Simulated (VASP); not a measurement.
# AlO5 in VASP: further runs

AlO5 is run at these levels: PBE; tasks: single point.

Program: VASP 6.6.1. These are calculated values, not measurements. Logs are shortened: lines on timing, memory, paths and dates and some standing lists are left out, and cuts for length are marked.

## Step 1: The cell of the first run

It takes space group C2/m (No. 12, monoclinic). The conventional cell has a = 5.163 Å, b = 8.749 Å, c = 3.410 Å, α = 90.00°, β = 120.13°, γ = 90.00°. Al (site symmetry 2/m) has 6 O at 1.71 to 2.12 Å within 2.3 Å. Within 1.7 Å of O (site symmetry 1) lie 1 O at 1.27 Å. Within 2.3 Å of O (site symmetry 2/m) lie 2 Al at 1.71 Å.

The cell was built from a structure type or drawn by symmetry, and may not be a known phase.

## Step 2: Single point, PBE

INCAR reads:

```
SYSTEM = AlO5
ALGO = Normal
EDIFF = 1E-6
ENCUT = 600
GGA = PE
GGA_COMPAT = .FALSE.
ISIF = 2
ISMEAR = 0
LASPH = .TRUE.
LCHARG = .TRUE.
LELF = .TRUE.
LREAL = .FALSE.
LVHAR = .TRUE.
LWAVE = .FALSE.
NBANDS = 26
NELM = 120
PREC = Accurate
SIGMA = 0.1
```

KPOINTS reads:

```
k-points
0
G
  4 4 6
  0 0 0
```

POSCAR reads:

```
AlO5
1.0
    2.5812523137     -4.3747098758      0.0000000000
    2.5812523137      4.3747098758      0.0000000000
   -1.7115082811      0.0000000000      2.9495170675
Al O
1 5
Direct
    0.0000000000      0.0000000000      0.5000000000
    0.7142184174      0.4687351351      0.2113286283
    0.5312648649      0.2857815826      0.7886713717
    0.2857815826      0.5312648649      0.7886713717
    0.4687351351      0.7142184174      0.2113286283
    0.0000000000      0.0000000000      0.0000000000
```

Potentials or basis: VASP PAW PBE potentials, release 64 (Al, O).

On the command line:

```
cat potpaw_PBE.64/Al/POTCAR potpaw_PBE.64/O/POTCAR > POTCAR
mpirun -np 1 vasp_std > vasp.out
```

OUTCAR:

```text
SYSTEM = AlO5
   EDIFF = 1E-6
   ENCUT = 600
   GGA = PE
   ISIF = 2
   ISMEAR = 0
   LASPH = .TRUE.
   LREAL = .FALSE.
   NELM = 120
   PREC = Accurate

 ion  position               nearest neighbor table
   1  0.000  0.000  0.500-   6 1.71   6 1.71   3 2.12   4 2.12   2 2.12   5 2.12
   2  0.714  0.469  0.211-   3 1.27   1 2.12
   3  0.531  0.286  0.789-   2 1.27   1 2.12
   4  0.286  0.531  0.789-   5 1.27   1 2.12
   5  0.469  0.714  0.211-   4 1.27   1 2.12
   6  0.000  0.000  0.000-   1 1.71   1 1.71

  LATTYP: Found a base centered monoclinic cell.
 ALAT       =     5.1625046274
 B/A-ratio  =     1.6948013383
 C/A-ratio  =     0.6605551445
 COS(beta)  =    -0.5018910736

  Lattice vectors:

 A1 = (   2.5812523137,  -4.3747098758,   0.0000000000)
 A2 = (   2.5812523137,   4.3747098758,   0.0000000000)
 A3 = (  -1.7115082811,   0.0000000000,   2.9495170675)

Analysis of symmetry for initial positions (statically):
=====================================================================
 Subroutine PRICEL returns:
 Original cell was already a primitive cell.

 Routine SETGRP: Setting up the symmetry group for a
 base centered monoclinic supercell.

 Subroutine GETGRP returns: Found  4 space group operations
 (whereof  4 operations were pure point group operations)
 out of a pool of  4 trial point group operations.

The static configuration has the point symmetry C_2h.

Analysis of symmetry for dynamics (positions and initial velocities):
=====================================================================
 Subroutine PRICEL returns:
 Original cell was already a primitive cell.

 Routine SETGRP: Setting up the symmetry group for a
 base centered monoclinic supercell.

 Subroutine GETGRP returns: Found  4 space group operations
 (whereof  4 operations were pure point group operations)
 out of a pool of  4 trial point group operations.

The dynamic configuration has the point symmetry C_2h.

 Subroutine INISYM returns: Found  4 space group operations
 (whereof  4 operations are pure point group operations),
 and found     1 'primitive' translations

----------------------------------------------------------------------------------------

                                     Primitive cell

  volume of cell :      66.6133

  direct lattice vectors                    reciprocal lattice vectors
     2.581252314 -4.374709876  0.000000000     0.193704427 -0.114293294  0.112400343
     2.581252314  4.374709876  0.000000000     0.193704427  0.114293294  0.112400343
    -1.711508281  0.000000000  2.949517067     0.000000000  0.000000000  0.339038553

  length of vectors
     5.079463555  5.079463555  3.410118990     0.251432295  0.251432295  0.339038553

  position of ions in fractional coordinates (direct lattice)
     0.000000000  0.000000000  0.500000000
     0.714218417  0.468735135  0.211328628
     0.531264865  0.285781583  0.788671372
     0.285781583  0.531264865  0.788671372
     0.468735135  0.714218417  0.211328628
     0.000000000  0.000000000  0.000000000

  ion indices of the primitive-cell ions
   primitive index   ion index
                 1           1
                 2           2
                 3           3
                 4           4
                 5           5
                 6           6

----------------------------------------------------------------------------------------

 KPOINTS: k-points

Automatic generation of k-mesh.
 Grid dimensions read from file:
 generate k-points for:    4    4    6

 Generating k-lattice:

  Cartesian coordinates                     Fractional coordinates (reciprocal lattice)
     0.048426107 -0.028573323  0.028100086     0.250000000  0.000000000  0.000000000
     0.048426107  0.028573323  0.028100086     0.000000000  0.250000000  0.000000000
     0.000000000  0.000000000  0.056506426     0.000000000  0.000000000  0.166666667

  Length of vectors
     0.062858074  0.062858074  0.056506426

  Shift w.r.t. Gamma in fractional coordinates (k-lattice)
     0.000000000  0.000000000  0.000000000

 Subroutine IBZKPT returns following result:
 ===========================================

 Found     34 irreducible k-points:

 Following reciprocal coordinates:
            Coordinates               Weight
  0.000000  0.000000  0.000000      1.000000
  0.250000  0.000000  0.000000      4.000000
  0.500000  0.000000  0.000000      2.000000
  0.250000  0.250000  0.000000      2.000000
  0.500000  0.250000 -0.000000      4.000000
 -0.250000  0.250000  0.000000      2.000000
[... 16 lines left out ...]
  0.500000  0.250000  0.333333      4.000000
 -0.250000  0.250000  0.333333      4.000000
 [... further k-points ...]
   k-points           NKPTS =     34   k-points in BZ     NKDIM =     34   number of bands    NBANDS=     26
   number of dos      NEDOS =    301   number of ions     NIONS =      6
   total plane-waves  NPLWV =  49392
   dimension x,y,z NGX =    42 NGY =   42 NGZ =   28
[... 73 lines left out ...]
      2     -22.9406      2.00000
      3     -14.8687      2.00000
      4     -12.9834      2.00000
      5     -11.9580      2.00000
      6      -6.7999      2.00000
[... 18 lines left out ...]
     25      15.5144      0.00000
     26      15.6304      0.00000

 k-point     2 :       0.2500    0.0000    0.0000
  band No.  band energies     occupation
      1     -23.8985      2.00000
      2     -22.9591      2.00000
      3     -15.0122      2.00000
      4     -12.8947      2.00000
      5     -11.9396      2.00000
      6      -6.9041      2.00000
[... 18 lines left out ...]
     25      15.4752      0.00000
     26      16.1413      0.00000

 k-point     3 :       0.5000    0.0000    0.0000
  band No.  band energies     occupation
      1     -23.8691      2.00000
      2     -22.9787      2.00000
      3     -15.1447      2.00000
      4     -12.8115      2.00000
      5     -11.9279      2.00000
      6      -7.0028      2.00000
[... 18 lines left out ...]
     25      16.0889      0.00000
     26      16.5672      0.00000

 k-point     4 :       0.2500    0.2500    0.0000
  band No.  band energies     occupation
      1     -23.8692      2.00000
      2     -22.9786      2.00000
      3     -15.1451      2.00000
      4     -12.8118      2.00000
      5     -11.9267      2.00000
      6      -7.0011      2.00000
[... 18 lines left out ...]
     25      15.2533      0.00000
     26      16.5529      0.00000

 k-point     5 :       0.5000    0.2500   -0.0000
  band No.  band energies     occupation
      1     -23.8616      2.00000
      2     -23.0021      2.00000
      3     -15.0249      2.00000
      4     -12.9772      2.00000
      5     -11.8239      2.00000
      6      -6.9203      2.00000
[... 18 lines left out ...]
     25      15.9535      0.00000
     26      16.3098      0.00000

 k-point     6 :      -0.2500    0.2500    0.0000
  band No.  band energies     occupation
      1     -23.8918      2.00000
      2     -22.9819      2.00000
      3     -14.8757      2.00000
      4     -13.0799      2.00000
      5     -11.8317      2.00000
      6      -6.8209      2.00000
[... 427 lines left out ...]
 k-point    21 :      -0.2500    0.0000    0.3333
  band No.  band energies     occupation
      1     -23.8164      2.00000
      2     -22.9009      2.00000
      3     -14.6870      2.00000
      4     -13.2811      2.00000
      5     -12.1443      2.00000
      6      -7.0329      2.00000
[... 18 lines left out ...]
     25      14.9994      0.00000
     26      16.1906      0.00000

 k-point    22 :       0.2500    0.2500    0.3333
  band No.  band energies     occupation
      1     -23.7834      2.00000
      2     -22.9334      2.00000
      3     -14.6479      2.00000
      4     -13.5095      2.00000
      5     -12.0165      2.00000
      6      -6.9369      2.00000
[... 18 lines left out ...]
     25      15.2354      0.00000
     26      15.2915      0.00000

 k-point    23 :       0.5000    0.2500    0.3333
  band No.  band energies     occupation
      1     -23.7903      2.00000
      2     -22.9313      2.00000
      3     -14.6904      2.00000
      4     -13.2947      2.00000
      5     -12.1321      2.00000
      6      -7.0461      2.00000
[... 18 lines left out ...]
     25      14.5256      0.00000
     26      15.3374      0.00000

 k-point    24 :      -0.2500    0.2500    0.3333
  band No.  band energies     occupation
      1     -23.7928      2.00000
      2     -22.9134      2.00000
      3     -14.7447      2.00000
      4     -13.3125      2.00000
      5     -12.1725      2.00000
      6      -6.8063      2.00000
[... 18 lines left out ...]
     25      14.7221      0.00000
     26      15.2026      0.00000

 [... further k-points ...]

------------------------ aborting loop because EDIFF is reached ----------------------------------------

  FORCE on cell =-STRESS in cart. coord.  units (eV):
  Direction    XX          YY          ZZ          XY          YZ          ZX
  --------------------------------------------------------------------------------------
  -------------------------------------------------------------------------------------
  Total        0.8928688      0.4996207      1.5915195      0.0000000      0.0000000      0.2852177
  in kB       21.4752184     12.0168420     38.2791191      0.0000000      0.0000000      6.8600366
  external PRESSURE =      23.9237265 kB  Pullay stress =       0.0000000 kB

 VOLUME and BASIS-vectors are now :
 -----------------------------------------------------------------------------
  energy-cutoff  :      600.00
  volume of cell :       66.61
      direct lattice vectors                 reciprocal lattice vectors
     2.581252314 -4.374709876  0.000000000     0.193704427 -0.114293294  0.112400343
     2.581252314  4.374709876  0.000000000     0.193704427  0.114293294  0.112400343
    -1.711508281  0.000000000  2.949517067     0.000000000  0.000000000  0.339038553

 POSITION                                       TOTAL-FORCE (eV/Angst)
 -----------------------------------------------------------------------------------
     -0.85575      0.00000      1.47476         0.000000      0.000000      0.000000
      2.69181     -1.07392      0.62332         0.103303      0.061852      0.690200
      0.75919     -1.07392      2.32620        -0.103303      0.061852     -0.690200
      0.75919      1.07392      2.32620        -0.103303     -0.061852     -0.690200
      2.69181      1.07392      0.62332         0.103303     -0.061852      0.690200
      0.00000      0.00000      0.00000         0.000000      0.000000      0.000000
 -----------------------------------------------------------------------------------
    total drift:                               -0.000000      0.000000      0.000000

  FREE ENERGIE OF THE ION-ELECTRON SYSTEM (eV)
  ---------------------------------------------------
  free  energy   TOTEN  =       -33.2524631742 eV

  energy  without entropy=      -33.2393037992  energy(sigma->0) =      -33.24588349
```

Wall time 72 s (1 thread of Intel Xeon Platinum 8488C (Sapphire Rapids), shared host); peak memory 0.23 GiB.

Results:

| Item | Value |
| --- | --- |
| Free energy | -33.2525 eV |
| Pressure | 2.4 GPa |
| Largest force | 0.701 eV/Å |
| Band gap on the k mesh | zero (an odd number of electrons rules out a gap without spin polarisation) |

Forces in eV/Å, atoms in the order of the input:
```
Al   0.000  0.000  0.000
O    0.103  0.062  0.690
O   -0.103  0.062 -0.690
O   -0.103 -0.062 -0.690
O    0.103 -0.062  0.690
O    0.000  0.000  0.000
```

Stress tensor (GPa, compression positive):
```
2.15 0.00 0.69
0.00 1.20 0.00
0.69 0.00 3.83
```

Caveat: the k points lie up to 0.39 Å⁻¹ apart, too coarse for converged energies and pressures of a metal; an odd number of electrons without spin polarisation forces a metal; a magnetic or distorted state may lie lower.

## Step 3: Single point, PBE

This run uses another cell than the first one, of 9.41 Å³/atom.

INCAR reads:

```
SYSTEM = AlO5
PREC     = Accurate       ! precision mode
ENCUT    = 600            ! plane-wave cutoff, eV
EDIFF    = 1E-6           ! SCF threshold, eV
ISMEAR   = 0              ! smearing method
SIGMA    = 0.2            ! smearing width, eV
LREAL    = .FALSE.        ! projectors in reciprocal space
LASPH    = .TRUE.         ! aspherical terms in the spheres
NELM     = 120            ! most SCF steps
ALGO     = Normal         ! electronic algorithm
ISIF     = 2              ! what is computed and relaxed
LWAVE    = .FALSE.        ! write WAVECAR
LCHARG   = .TRUE.         ! write CHGCAR
GGA      = PE             ! functional
LELF     = .TRUE.         ! ELF
LVHAR    = .TRUE.       
NBANDS   = 26             ! bands
GGA_COMPAT= .FALSE.
```

KPOINTS reads:

```
regular mesh
0
G
  5 4 4
  0 0 0
```

POSCAR reads:

```
AlO5
1.0
    3.7838161860     -0.9485497873     -0.4456076962
   -2.9594206499      4.6608721573     -0.5144938850
   -0.0959820160     -2.8370879525      4.4491086609
Al O
1 5
Direct
    0.0000000000      0.5000000000      0.5000000000
    0.5000000000      0.0000000000      0.0000000000
    0.5000000000      0.0000000000      0.5000000000
    0.3414097115      0.3408980330      0.8413383445
    0.6585902885      0.6591019670      0.1586616555
    0.5000000000      0.5000000000      0.5000000000
```

Potentials or basis: VASP PAW PBE potentials, release 64 (Al, O).

On the command line:

```
cat potpaw_PBE.64/Al/POTCAR potpaw_PBE.64/O/POTCAR > POTCAR
mpirun -np 1 vasp_std > vasp.out
```

Wall time 1.9 min (1 thread of Intel Xeon Platinum 8488C (Sapphire Rapids), shared host); peak memory 0.24 GiB.

It converged, with:

```yaml
Free_energy: -31.7785 eV
Pressure: 1.6 GPa
Largest_force: 1.926 eV/Å
Band_gap_on_the_k_mesh: zero (an odd number of electrons rules out a gap without spin polarisation)
```

Forces in eV/Å, atoms in the order of the input:
```
Al   0.000  0.000  0.000
O    0.000  0.000  0.000
O    0.000  0.000  0.000
O   -0.370 -0.462 -1.833
O    0.370  0.462  1.833
O    0.000  0.000  0.000
```

Stress tensor (GPa, compression positive):
```
-0.41  0.12  0.90
 0.12 -0.24  1.27
 0.90  1.27  5.44
```

Levels at points of the mesh, in eV from the Fermi level:
```csv
k point,band 15,band 16,band 17,band 18,band 19,band 20
"(0.00, 0.00, 0.00)",-0.24,-0.13,-0.13,0.08,0.12,7.12
"(0.00, 0.50, 0.00)",-1.01,-0.92,-0.05,0.58,1.66,10.22
"(0.00, 0.00, 0.50)",-1.22,-0.94,-0.92,1.67,1.68,9.49
"(0.00, 0.50, 0.50)",-0.88,-0.40,-0.15,0.00,1.32,9.63
```

Caveat: the k points lie up to 0.43 Å⁻¹ apart, too coarse for converged energies and pressures of a metal; the standard files for N, O and F lose accuracy on very short bonds; an odd number of electrons without spin polarisation forces a metal; a magnetic or distorted state may lie lower.

## Step 4: Single point, PBE

This run uses another cell than the first one, of 12.45 Å³/atom.

INCAR reads:

```
SYSTEM = AlO5
  PREC = Accurate
  ENCUT = 600
  EDIFF = 1E-6
  ISMEAR = 0
  SIGMA = 0.1
  LREAL = .FALSE.
  LASPH = .TRUE.
  NELM = 120
  ALGO = Normal
  ISIF = 2
  LWAVE = .FALSE.
  LCHARG = .FALSE.
  GGA = PE
  NBANDS = 26
  GGA_COMPAT = .FALSE.
```

KPOINTS reads:

```
regular mesh
0
G
  4 4 6
  0 0 0
```

POSCAR reads:

```
AlO5
1.0
    2.6415292324     -4.8227252530      0.0064248022
    2.6415292324      4.8227252530      0.0064248022
   -1.7441336782      0.0000000000      2.9272105028
Al O
1 5
Direct
    0.0000000000      0.0000000000      0.5000000000
    0.7021233865      0.4818946661      0.2123643256
    0.5181053339      0.2978766135      0.7876356744
    0.2978766135      0.5181053339      0.7876356744
    0.4818946661      0.7021233865      0.2123643256
    0.0000000000      0.0000000000      0.0000000000
```

On the command line:

```
cat potpaw_PBE.64/Al/POTCAR potpaw_PBE.64/O/POTCAR > POTCAR
mpirun -np 1 vasp_std > vasp.out
```

It took 84 s on 1 thread of Intel Xeon Platinum 8488C (Sapphire Rapids), shared host; peak memory 0.25 GiB.

The run converged. Its results:

| Property | Result |
| --- | --- |
| Free energy | -33.3119 eV |
| Pressure | 1.0 GPa |
| Largest force | 0.696 eV/Å |
| Band gap on the k mesh | zero (an odd number of electrons rules out a gap without spin polarisation) |

Forces on the atoms (eV/Å):
```
Al   0.000  0.000  0.000
O    0.147 -0.010  0.680
O   -0.147 -0.010 -0.680
O   -0.147  0.010 -0.680
O    0.147  0.010  0.680
O    0.000  0.000  0.000
```

Stress tensor (GPa, compression positive):
```
-0.32  0.00  0.58
 0.00  0.03  0.00
 0.58  0.00  3.19
```

Levels at points of the mesh, in eV from the Fermi level:
```
           k point  band 14  band 15  band 16  band 17  band 18  band 19  band 20  band 21
(0.00, 0.00, 0.00)    -1.85    -1.82    -0.57    -0.37     1.00     5.28     8.00     8.06
(0.50, 0.00, 0.00)    -1.52    -1.47    -0.78    -0.53     1.12     4.55     7.03     8.68
(0.50, 0.50, 0.00)    -2.00    -1.82    -0.68    -0.27     1.30     6.22     7.28     7.90
(0.00, 0.00, 0.50)    -1.42    -1.01    -0.21     0.57     1.18     6.37     6.38     8.28
(0.50, 0.00, 0.50)    -1.38    -1.32     0.01     0.17     0.96     6.91     7.79     7.99
(0.50, 0.50, 0.50)    -1.46    -0.91    -0.19     0.56     0.66     6.04     6.75     9.20
```

Caveat: the k points lie up to 0.38 Å⁻¹ apart, too coarse for converged energies and pressures of a metal; an odd number of electrons without spin polarisation forces a metal; a magnetic or distorted state may lie lower.

## Step 5: Overview

| cell | k mesh | smearing | gap on the mesh (eV) | pressure (GPa) | largest force (eV/Å) |
| --- | --- | --- | --- | --- | --- |
| a = 5.079, b = 5.079, c = 3.410 Å, angles 104.8, 104.8, 118.9°, 6 atoms, atomic positions A | 4 × 4 × 6 | gaussian 0.1 eV | none | 2.4 | 0.70 |
| a = 3.926, b = 5.545, c = 5.278 Å, angles 121.4, 89.0, 135.0°, 6 atoms, atomic positions B | 5 × 4 × 4 | gaussian 0.2 eV | none | 1.6 | 1.93 |
| a = 5.499, b = 5.499, c = 3.407 Å, angles 104.2, 104.2, 122.6°, 6 atoms, atomic positions C | 4 × 4 × 6 | gaussian 0.1 eV | none | 1.0 | 0.70 |

Alike in all rows: task single point; level PBE; potentials or basis VASP PAW PBE potentials, release 64 (Al, O); no spin polarisation; cutoff (eV) 600.

Caveats: all runs use coarse meshes; an odd number of electrons without spin polarisation forces a metal; a magnetic or distorted state may lie lower; the standard files for N, O and F lose accuracy on very short bonds (at least some runs).

Absolute energies hang on the potentials; compare differences alone.
